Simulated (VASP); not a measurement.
A run of VASP 6.6.1:

INCAR

```
ALGO = Fast
EDIFF = 1E-7
ENCUT = 520
GGA = PS
ISIF = 2
ISMEAR = 0
LASPH = True
LCHARG = False
LREAL = False
LWAVE = False
NBANDS = 20
NELM = 60
PREC = Accurate
SIGMA = 0.1
```

File KPOINTS:

```
k-points
0
Gamma
  18 18 8
```

The input POSCAR:

```
Nb
1.0
    2.8324982268      0.0000000000      0.0000000000
   -1.4162491134      2.4530154206      0.0000000000
    0.0000000000      0.0000000000      5.1886177304
Nb
2
Direct
    0.3333333333      0.6666666667      0.2500000000
    0.6666666667      0.3333333333      0.7500000000
```

Potentials or basis: VASP PAW PBE potentials, release 64 (Nb_sv).

Run with:

```console
$ cat potpaw_PBE.64/Nb_sv/POTCAR > POTCAR
$ mpirun -np 1 vasp_std > vasp.out
```

Hardware: 1 thread of Intel(R) Xeon(R) Platinum 8559C (Emerald Rapids), on a shared host.

Task: Estimate the wall time of this run.

Result: Wall time 3.7 min on 1 thread of Intel(R) Xeon(R) Platinum 8559C (Emerald Rapids) (shared host), peak memory 0.23 GiB. Counts: scf iterations 32, k points 185.
